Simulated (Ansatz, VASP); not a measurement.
**Sb3Pt: VASP beside Ansatz**

```
CELL_PARAMETERS angstrom
4.58789 0.00000 0.00000
0.00000 4.58789 0.00000
0.00000 0.00000 4.58789
ATOMIC_POSITIONS crystal
Sb 0.00000 0.50000 0.50000
Sb 0.50000 0.00000 0.50000
Sb 0.50000 0.50000 0.00000
Pt 0.00000 0.00000 0.00000
```

Alike in both runs: task relaxation of cell and atoms; functional PBE; k mesh 10 × 10 × 10; occupations gaussian, width 0.1 eV; no spin polarisation.

|  | VASP | Ansatz |
| --- | --- | --- |
| version | VASP 6.6.1 | Ansatz 0.2.0 |
| potentials or method | VASP PAW PBE potentials, release 64 (Sb, Pt), cutoff 600 eV | scalar-relativistic, plane waves, PAW |
| valence electrons in the cell | 25 | 63 |

```csv
,VASP,Ansatz,Ansatz less VASP
"gap on the k mesh at the Fermi level, each at its own relaxed structure (eV)",none,none,-
relaxed volume (Å³/atom),23.58,23.63,+0.048
relaxed cell length with the largest relative difference (Å),4.552,4.555,+0.0031
```

A gap of «none» marks a metal or a gap that the smearing closes. VASP's potentials hold 25 valence electrons a cell and Ansatz's 63, so a difference there can come from the potentials and not from the codes.

Neither program's run includes spin-orbit coupling.
